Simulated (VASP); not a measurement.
# Y2AsN (R-3m) in VASP: notebook

Y2AsN is run at these levels: PBE, r2SCAN; tasks: single point, relaxation of cell and atoms.

Everything below comes from runs of VASP 6.6.1. Logs are shortened: lines on timing, memory, paths and dates and some standing lists are left out, and cuts for length are marked.

### Step 1. The cell of the first run

Symmetry: R-3m, No. 166, trigonal system. Conventional cell: a = 3.737 Å, b = 3.737 Å, c = 19.027 Å, α = 90.00°, β = 90.00°, γ = 120.00°. Within 3.4 Å of N (site symmetry -3m) lie 6 Y at 2.54 Å. As (site symmetry -3m) has 6 Y at 2.82 Å within 3.7 Å. Y (site symmetry 3m) has 3 N at 2.54 Å and 3 As at 2.82 Å within 3.4 Å.

### Step 2. Single point, PBE, non-collinear spin, zero start, spin-orbit coupling

File INCAR:

```
  PREC = Accurate
  ENCUT = 520
  EDIFF = 1E-7
  ISMEAR = -1
  SIGMA = 0.02
  LREAL = F
  LASPH = T
  NELM = 150
  ALGO = Normal
  ISIF = 2
  LWAVE = F
  LCHARG = T
  MAGMOM = 0 0 0 0 0 0 0 0 0 0 0 0
  LORBIT = 11
  LSORBIT = T
  GGA_COMPAT = F
  LORBMOM = T
  LMAXMIX = 4
  GGA = PE
  LVHAR = T
  NBANDS = 46
```

File KPOINTS:

```
regular mesh
0
Gamma
  8 8 8
```

File POSCAR:

```
Y2AsN
1.0
    1.8683490041      1.0786918005      6.3423113524
   -1.8683490041      1.0786918005      6.3423113524
    0.0000000000     -2.1573836010      6.3423113524
N As Y
1 1 2
Direct
    1.0000000000      0.0000000000      0.0000000000
    0.5000000000      0.5000000000      0.5000000000
    0.2625107907      0.2625107907      0.2625107907
    0.7374892093      0.7374892093      0.7374892093
```

Potentials or basis: VASP PAW PBE potentials, release 64 (N, As, Y_sv).

Run with:

```sh
> cat potpaw_PBE.64/N/POTCAR potpaw_PBE.64/As/POTCAR potpaw_PBE.64/Y_sv/POTCAR > POTCAR
> mpirun -np 1 vasp_ncl > vasp.out
```

OUTCAR:

```text
PREC = Accurate
   ENCUT = 520
   EDIFF = 1E-7
   ISMEAR = -1
   LREAL = F
   LASPH = T
   NELM = 150
   ISIF = 2
   LORBIT = 11
   LSORBIT = T
   GGA = PE

 ion  position               nearest neighbor table
   1  0.000  0.000  0.000-   4 2.54   4 2.54   3 2.54   3 2.54   4 2.54   3 2.54
   2  0.500  0.500  0.500-   3 2.82   3 2.82   4 2.82   4 2.82   3 2.82   4 2.82
   3  0.263  0.263  0.263-   1 2.54   1 2.54   1 2.54   2 2.82   2 2.82   2 2.82   4 3.45   4 3.45
                             4 3.45   4 4.24   4 4.24   4 4.24
   4  0.737  0.737  0.737-   1 2.54   1 2.54   1 2.54   2 2.82   2 2.82   2 2.82   3 3.45   3 3.45
                             3 3.45   3 4.24   3 4.24   3 4.24

  LATTYP: Found a trigonal (rhomboedric) cell.
 ALAT       =     6.6991952720
 COS(alpha) =     0.8444389982

  Lattice vectors:

 A1 = (   1.8683490041,   1.0786918005,   6.3423113524)
 A2 = (  -1.8683490041,   1.0786918005,   6.3423113524)
 A3 = (   0.0000000000,  -2.1573836010,   6.3423113524)

Analysis of symmetry for initial positions (statically):
=====================================================================
 Subroutine PRICEL returns:
 Original cell was already a primitive cell.

 Routine SETGRP: Setting up the symmetry group for a
 trigonal (rhombohedral) supercell.

 Subroutine GETGRP returns: Found 12 space group operations
 (whereof 12 operations were pure point group operations)
 out of a pool of 12 trial point group operations.

The static configuration has the point symmetry D_3d.

Analysis of symmetry for dynamics (positions and initial velocities):
=====================================================================
 Subroutine PRICEL returns:
 Original cell was already a primitive cell.

 Routine SETGRP: Setting up the symmetry group for a
 trigonal (rhombohedral) supercell.

 Subroutine GETGRP returns: Found 12 space group operations
 (whereof 12 operations were pure point group operations)
 out of a pool of 12 trial point group operations.

The dynamic configuration has the point symmetry D_3d.

Analysis of structural, dynamic, and magnetic symmetry:
=====================================================================
 Subroutine PRICEL returns:
 Original cell was already a primitive cell.

 Routine SETGRP: Setting up the symmetry group for a
 trigonal (rhombohedral) supercell.

 Subroutine GETGRP returns: Found 12 space group operations
 (whereof 12 operations were pure point group operations)
 out of a pool of 12 trial point group operations.

The overall configuration has the point symmetry D_3d.

 Subroutine INISYM returns: Found 12 space group operations
 (whereof 12 operations are pure point group operations),
 and found     1 'primitive' translations

----------------------------------------------------------------------------------------

                                     Primitive cell

  volume of cell :      76.6927

  direct lattice vectors                    reciprocal lattice vectors
     1.868349004  1.078691800  6.342311352     0.267615953  0.154508143  0.052557075
    -1.868349004  1.078691800  6.342311352    -0.267615953  0.154508143  0.052557075
     0.000000000 -2.157383601  6.342311352     0.000000000 -0.309016285  0.052557075

  length of vectors
     6.699195272  6.699195272  6.699195272     0.313453842  0.313453842  0.313453842

  position of ions in fractional coordinates (direct lattice)
     0.000000000  0.000000000  0.000000000
     0.500000000  0.500000000  0.500000000
     0.262510791  0.262510791  0.262510791
     0.737489209  0.737489209  0.737489209

  ion indices of the primitive-cell ions
   primitive index   ion index
                 1           1
                 2           2
[... 125 lines left out ...]
  energy without entropy =      -31.76596557  energy(sigma->0) =      -31.76636186

 E-fermi :   4.6049     XC(G=0): -10.5868

 val. band max:        4.5902814533   @ k =   0.1250   0.1250   0.0000
 cond. band min:       4.6060361509   @ k =   0.3750   0.2500   0.2500
 fundamental gap:      0.0157546976
[... 42 lines left out ...]

 orbital moment (x)

 # of ion     p       d       f       tot
 ------------------------------------------------
  1        -0.000   0.000   0.000  -0.000
  2        -0.000  -0.000   0.000  -0.000
  3        -0.000   0.000   0.000  -0.000
  4        -0.000   0.000   0.000  -0.000
 ------------------------------------------------
           -0.000   0.000   0.000  -0.000

 orbital moment (y)

 # of ion     p       d       f       tot
 ------------------------------------------------
  1        -0.000   0.000   0.000  -0.000
  2         0.000   0.000   0.000   0.000
  3         0.000  -0.000  -0.000  -0.000
  4         0.000  -0.000  -0.000   0.000
 ------------------------------------------------
            0.000  -0.000  -0.000   0.000

 orbital moment (z)

 # of ion     p       d       f       tot
 ------------------------------------------------
  1         0.000   0.000   0.000   0.000
  2         0.000   0.000   0.000   0.000
  3         0.000   0.000  -0.000   0.000
  4         0.000   0.000  -0.000   0.000
 ------------------------------------------------
            0.000   0.000  -0.000   0.000

 Spin-Orbit-Coupling matrix elements

 Ion:    1  E_soc:     -0.0001803
 l=   1
     0.0000000    -0.0000297    -0.0000308
    -0.0000297     0.0000000    -0.0000297
    -0.0000308    -0.0000297     0.0000000
 l=   2
     0.0000000     0.0000000     0.0000000     0.0000000     0.0000000
     0.0000000     0.0000000     0.0000000     0.0000000     0.0000000
     0.0000000     0.0000000     0.0000000     0.0000000     0.0000000
     0.0000000     0.0000000     0.0000000     0.0000000     0.0000000
     0.0000000     0.0000000     0.0000000     0.0000000     0.0000000
 l=   3
     0.0000000     0.0000000     0.0000000     0.0000000     0.0000000     0.0000000     0.0000000
     0.0000000     0.0000000     0.0000000     0.0000000     0.0000000     0.0000000     0.0000000
     0.0000000     0.0000000     0.0000000     0.0000000     0.0000000     0.0000000     0.0000000
     0.0000000     0.0000000     0.0000000     0.0000000     0.0000000     0.0000000     0.0000000
[... 49 lines left out ...]
 l=   2
     0.0000000    -0.0000549     0.0000000    -0.0000549    -0.0001528
    -0.0000549     0.0000000    -0.0001254    -0.0000689    -0.0000549
     0.0000000    -0.0001254     0.0000000    -0.0001254     0.0000000
    -0.0000549    -0.0000689    -0.0001254     0.0000000    -0.0000549
    -0.0001528    -0.0000549     0.0000000    -0.0000549     0.0000000
 l=   3
     0.0000000     0.0000000     0.0000000     0.0000000     0.0000000     0.0000000     0.0000000
     0.0000000     0.0000000     0.0000000     0.0000000     0.0000000     0.0000000     0.0000000
     0.0000000     0.0000000     0.0000000     0.0000000     0.0000000     0.0000000     0.0000000
     0.0000000     0.0000000     0.0000000     0.0000000     0.0000000     0.0000000     0.0000000
     0.0000000     0.0000000     0.0000000     0.0000000     0.0000000     0.0000000     0.0000000
     0.0000000     0.0000000     0.0000000     0.0000000     0.0000000     0.0000000     0.0000000
     0.0000000     0.0000000     0.0000000     0.0000000     0.0000000     0.0000000     0.0000000

 total charge

# of ion       s       p       d       f       tot
--------------------------------------------------
    1        1.245   2.334   0.000   0.000   3.579
    2        1.211   1.706   0.018   0.000   2.935
    3        2.180   6.424   1.012   0.058   9.674
    4        2.180   6.424   1.012   0.058   9.674
--------------------------------------------------
tot          6.816  16.888   2.042   0.116  25.862

 magnetization (x)

# of ion       s       p       d       f       tot
--------------------------------------------------
    1        0.000   0.000   0.000   0.000   0.000
    2       -0.000  -0.000  -0.000   0.000  -0.000
    3        0.000   0.000   0.000  -0.000   0.000
    4        0.000   0.000   0.000  -0.000   0.000
--------------------------------------------------
tot          0.000  -0.000   0.000  -0.000   0.000

 magnetization (y)

# of ion       s       p       d       f       tot
--------------------------------------------------
    1        0.000   0.000   0.000   0.000   0.000
    2        0.000   0.000   0.000   0.000   0.000
    3        0.000   0.000   0.000   0.000   0.000
    4        0.000   0.000   0.000   0.000   0.000
--------------------------------------------------
tot          0.000   0.000   0.000   0.000   0.000

 magnetization (z)

# of ion       s       p       d       f       tot
--------------------------------------------------
    1        0.000   0.000   0.000   0.000   0.000
    2        0.000   0.000   0.000   0.000   0.000
    3        0.000   0.000   0.000   0.000   0.000
    4        0.000   0.000   0.000   0.000   0.000
--------------------------------------------------
tot          0.000   0.000   0.000   0.000   0.000
```

It took 27 min on 1 thread of Intel Xeon Platinum 8259CL at 2.50GHz (Skylake/Cascade Lake), shared host; peak memory 1.1 GiB.

What came out:

```yaml
Free_energy: -31.7668 eV
Pressure: 0.4 GPa
Largest_force: 0.152 eV/Å
Net_moment: 0.00 μB per cell
Valence_electrons_inside_the_program's_atomic_spheres: N 3.58; As 2.94; Y 9.67
```

Forces on the atoms (eV/Å):
```
N    0.000  0.000  0.000
As   0.000  0.000  0.000
Y    0.000  0.000  0.152
Y    0.000  0.000 -0.152
```

Stress tensor (GPa, compression positive):
```
0.00 0.00 0.00
0.00 0.00 0.00
0.00 0.00 1.10
```

Moments on the atoms (μB; x, y, z):
```
N   0.00 0.00 0.00
As  0.00 0.00 0.00
Y   0.00 0.00 0.00
Y   0.00 0.00 0.00
```

### Step 3. Single point, PBE

This run uses another cell than the first one, of 19.22 Å³/atom, 1.003 times its volume.

File INCAR:

```
SYSTEM = Y2AsN
  PREC = Accurate
  ENCUT = 520
  EDIFF = 1E-6
  ISMEAR = -1
  SIGMA = 0.02
  LREAL = .False.
  LASPH = .True.
  NELM = 100
  ALGO = Normal
  ISIF = 2
  LWAVE = .False.
  LCHARG = .False.
  GGA = PE
  NBANDS = 24
```

File KPOINTS:

```
regular mesh
0
Gamma
  6 6 6
  0 0 0
```

File POSCAR:

```
Y2AsN
1.0
    1.8638745785      1.0761084896      6.3893439133
   -1.8638745785      1.0761084896      6.3893439133
    0.0000000000     -2.1522169792      6.3893439133
N As Y
1 1 2
Direct
    1.0000000000      0.0000000000      0.0000000000
    0.5000000000      0.5000000000      0.5000000000
    0.2630742447      0.2630742447      0.2630742447
    0.7369257553      0.7369257553      0.7369257553
```

Potentials or basis: VASP PAW PBE potentials, release 64 (N, As, Y_sv).

Run with:

```sh
> cat potpaw_PBE.64/N/POTCAR potpaw_PBE.64/As/POTCAR potpaw_PBE.64/Y_sv/POTCAR > POTCAR
> mpirun -np 1 vasp_std > vasp.out
```

Run time: 2.8 min. Hardware: 1 thread of Intel Xeon Platinum 8259CL at 2.50GHz (Skylake/Cascade Lake), shared host; peak memory 0.41 GiB.

It converged, with:

```yaml
Free_energy: -31.6458 eV
Pressure: 0.0 GPa
Largest_force: 0.017 eV/Å
Band_gap_on_the_k_mesh: zero (band 16 reaches 5.27 eV, above the bottom of band 17 at 4.14 eV)
```

Forces in eV/Å, atoms in the order of the input:
```
N    0.000  0.000  0.000
As   0.000  0.000  0.000
Y    0.000  0.000  0.017
Y    0.000  0.000 -0.017
```

Stress tensor (GPa, compression positive):
```
-0.03  0.00  0.00
 0.00 -0.03  0.00
 0.00  0.00  0.05
```

Levels at points of the mesh, in eV from the Fermi level:
```csv
k point,band 13,band 14,band 15,band 16,band 17,band 18,band 19,band 20
"(0.00, 0.00, 0.00)",-2.76,-0.54,0.68,0.68,1.44,1.78,1.78,2.79
"(0.50, 0.00, 0.00)",-2.51,-2.46,-2.34,-0.81,0.77,2.00,3.81,4.19
"(0.50, 0.50, 0.00)",-2.69,-2.55,-1.26,-0.58,-0.44,3.88,4.01,4.14
"(0.50, 0.50, 0.50)",-2.59,-2.59,-0.16,-0.16,2.09,2.40,2.40,2.53
```

### Step 4. Relaxation of cell and atoms, PBE

This run uses another cell than the first one, of 24.79 Å³/atom, 1.293 times its volume.

File INCAR:

```
  PREC = Accurate
  ENCUT = 600
  EDIFF = 1E-6
  ISMEAR = -1
  SIGMA = 0.02
  LREAL = False
  LASPH = True
  NELM = 100
  ALGO = Normal
  ISIF = 3
  LWAVE = False
  LCHARG = False
  GGA = PE
  IBRION = 2
  NSW = 80
  EDIFFG = -0.005
```

File KPOINTS:

```
regular mesh
0
Gamma
  6 6 6
```

File POSCAR:

```
Y2AsN
1.0
    2.0616709368      1.1903062704      6.7333890836
   -2.0616709368      1.1903062704      6.7333890836
    0.0000000000     -2.3806125407      6.7333890836
N As Y
1 1 2
Direct
    1.0000000000      0.0000000000      0.0000000000
    0.5000000000      0.5000000000      0.5000000000
    0.2500000000      0.2500000000      0.2500000000
    0.7500000000      0.7500000000      0.7500000000
```

Run with:

```sh
> cat potpaw_PBE.64/N/POTCAR potpaw_PBE.64/As/POTCAR potpaw_PBE.64/Y_sv/POTCAR > POTCAR
> mpirun -np 1 vasp_std > vasp.out
```

It took 33 min on 1 thread of Intel Xeon Platinum 8259CL at 2.50GHz (Skylake/Cascade Lake), shared host; peak memory 0.65 GiB.

The run converged. Its results:

| Item | Value |
| --- | --- |
| Free energy | -31.6564 eV |
| Relaxed volume | 19.22 Å³/atom |
| Relaxed cell | a = 6.745 Å, b = 6.745 Å, c = 6.745 Å, α = 32.07°, β = 32.07°, γ = 32.07° |
| Space group after relaxing (to 0.05 Å) | R-3m (No. 166) |
| Energy gained by relaxing | 477.6 meV/atom |
| Ionic steps | 14 |
| Pressure after relaxing | 0.0 GPa |
| Band gap on the k mesh | zero (band 16 reaches 5.28 eV, above the bottom of band 17 at 4.15 eV) |

Forces on the atoms (eV/Å):
```
N    0.000  0.000  0.000
As   0.000  0.000  0.000
Y    0.000  0.000 -0.003
Y    0.000  0.000  0.003
```

Step by step:
```
step  energy change (eV)  largest force (eV/Å)  pressure (GPa)  volume (Å³)
   1              0.0000                2.4037          -13.27        99.14
   2             -1.4082                2.7697            9.67        72.50
   3             -1.4620                2.7792            4.38        75.77
   4             -1.8590                0.2698            3.16        74.81
   5             -1.8626                0.0028            3.10        74.90
   6             -1.8937                0.0457           -2.36        78.72
   7             -1.9009                0.0325           -0.81        77.54
   8             -1.9099                0.0567           -0.20        77.05
   9             -1.9102                0.0648           -0.06        76.93
  10             -1.9102                0.0656           -0.05        76.92
  11             -1.9105                0.0168            0.04        76.85
  12             -1.9105                0.0047            0.04        76.83
  13             -1.9105                0.0038            0.05        76.83
  14             -1.9105                0.0029           -0.03        76.89
```

Final structure:
```
N As Y
1.0
     1.86334    1.07580    6.39270
    -1.86334    1.07580    6.39270
     0.00000   -2.15160    6.39270
N As Y
1 1 2
Direct
  0.00000 0.00000 0.00000
  0.50000 0.50000 0.50000
  0.26315 0.26315 0.26315
  0.73685 0.73685 0.73685
```

Levels at points of the mesh, in eV from the Fermi level:
```
           k point  band 13  band 14  band 15  band 16  band 17  band 18  band 19  band 20
(0.00, 0.00, 0.00)    -2.77    -0.55     0.68     0.68     1.44     1.78     1.78     2.79
(0.50, 0.00, 0.00)    -2.52    -2.48    -2.35    -0.81     0.75     2.00     3.80     4.18
(0.50, 0.50, 0.00)    -2.70    -2.56    -1.27    -0.59    -0.45     3.87     4.00     4.14
(0.50, 0.50, 0.50)    -2.61    -2.61    -0.16    -0.16     2.09     2.39     2.39     2.52
```

Caveat: the volume moved by over 15 % at a fixed basis, so the end points are rough.

### Step 5. Single point, r2SCAN

File POSCAR:

```
Y2AsN
1.0
    1.8683490041      1.0786918005      6.3423113524
   -1.8683490041      1.0786918005      6.3423113524
    0.0000000000     -2.1573836010      6.3423113524
N As Y
1 1 2
Direct
    1.0000000000      0.0000000000      0.0000000000
    0.5000000000      0.5000000000      0.5000000000
    0.2625107907      0.2625107907      0.2625107907
    0.7374892093      0.7374892093      0.7374892093
```

File INCAR.step1:

```
SYSTEM = Y2AsN
PREC = Accurate
ENCUT = 520
ISMEAR = -1
SIGMA = 0.02
LREAL = .False.
LASPH = .True.
NELM = 100
NBANDS = 24
GGA = PE
ALGO = Normal
EDIFF = 1E-4
LWAVE = .True.
LCHARG = .False.
```

File INCAR.step2:

```
SYSTEM = Y2AsN
PREC = Accurate
ENCUT = 520
EDIFF = 1E-6
ISMEAR = -1
SIGMA = 0.02
LREAL = .False.
LASPH = .True.
NELM = 100
ALGO = Normal
ISIF = 2
LWAVE = .False.
LCHARG = .False.
METAGGA = R2SCAN
LMIXTAU = .True.
NBANDS = 24
ISTART = 1
```

File KPOINTS:

```
regular mesh
0
Gamma
  8 8 8
  0 0 0
```

Run with:

```sh
> cat potpaw_PBE.64/N/POTCAR potpaw_PBE.64/As/POTCAR potpaw_PBE.64/Y_sv/POTCAR > POTCAR
> cp INCAR.step1 INCAR
> mpirun -np 1 vasp_std > vasp.out
> cp INCAR.step2 INCAR
> mpirun -np 1 vasp_std > vasp.out
```

Run time: 23 min. Hardware: 1 thread of Intel Xeon Platinum 8259CL at 2.50GHz (Skylake/Cascade Lake), shared host; peak memory 0.5 GiB.

It converged, with:

* Free energy: -71.1923 eV
* Pressure: 0.0 GPa
* Band gap on the k mesh: zero (band 16 reaches 5.15 eV, above the bottom of band 17 at 4.23 eV)

Forces in eV/Å, atoms in the order of the input:
```
N    0.000  0.000  0.000
As   0.000  0.000  0.000
Y    0.000  0.000 -0.002
Y    0.000  0.000  0.002
```

Levels at points of the mesh, in eV from the Fermi level:
```csv
k point,band 14,band 15,band 16,band 17,band 18,band 19
"(0.00, 0.00, 0.00)",-0.67,0.51,0.51,1.73,1.98,1.98
"(0.50, 0.00, 0.00)",-2.66,-2.57,-1.02,1.05,2.19,4.15
"(0.50, 0.50, 0.00)",-2.75,-1.44,-0.65,-0.41,4.31,4.36
"(0.50, 0.50, 0.50)",-2.81,-0.34,-0.34,2.27,2.66,2.66
```

Caveat: the PAW data sets were made with another functional, which shifts forces and pressure a little.

### Step 6. Summary

| task | level | spin | cell | k mesh | cutoff (eV) | gap on the mesh (eV) | pressure (GPa) | largest force (eV/Å) |
| --- | --- | --- | --- | --- | --- | --- | --- | --- |
| single point | PBE | non-collinear, zero start, SOC | a = 6.699 Å, angles 32.4°, 4 atoms | 8 × 8 × 8 | 520 | - | 0.4 | 0.15 |
| single point | PBE | off | a = 6.742 Å, angles 32.1°, 4 atoms | 6 × 6 × 6 | 520 | none | 0.0 | 0.02 |
| relaxation of cell and atoms | PBE | off | relaxed from a = 7.142 Å, angles 33.6°, 4 atoms | 6 × 6 × 6 | 600 | none | 0.0 | - |
| single point | r2SCAN | off | a = 6.699 Å, angles 32.4°, 4 atoms | 8 × 8 × 8 | 520 | none | 0.0 | - |

Alike in all rows: potentials or basis VASP PAW PBE potentials, release 64 (N, As, Y_sv); smearing fermi-dirac 0.02 eV.

Caveats: the volume moved by over 15 % at a fixed basis, so the end points are rough (some runs); the PAW data sets were made with another functional, which shifts forces and pressure a little (some runs).

Absolute energies hang on the potentials; compare differences alone.
